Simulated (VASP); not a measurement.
The system is Rh.

```
Rh
1.0
     0.00000    1.90299    1.90299
     1.90299    0.00000    1.90299
     1.90299    1.90299    0.00000
Rh
1
Cartesian
  0.0000 0.0000 0.0000
```

```yaml
Program: VASP 6.6.1
Task: relaxation of cell and atoms
Functional: LDA
Potentials_or_basis: VASP PAW LDA potentials, release 64 (Rh_pv)
Cutoff: 500 eV
k_mesh: 8 × 8 × 8
Occupations: gaussian, width 0.1 eV
Spin: no spin polarisation
```

At the start: pressure -10.1 GPa; volume 13.78 Å³/atom.

Question: Where does the relaxation end?

Answer: Over 3 steps the energy falls by 15.7 meV/atom and the volume is 13.32 Å³/atom (-3.4 %); space group Fm-3m (No. 225, to 0.1 Å) before and after.

The path:
```tsv
step	energy change (eV)	largest force (eV/Å)	pressure (GPa)	volume (Å³)
1	0.0000	0.0000	-10.12	13.78
2	0.1080	0.0000	36.76	12.12
3	-0.0157	0.0000	-0.38	13.32
```

Final structure:
```xyz
1
Lattice="0.0000 1.8814 1.8814 1.8814 0.0000 1.8814 1.8814 1.8814 0.0000" Properties=species:S:1:pos:R:3 pbc="T T T"
Rh    0.0000    0.0000    0.0000
```
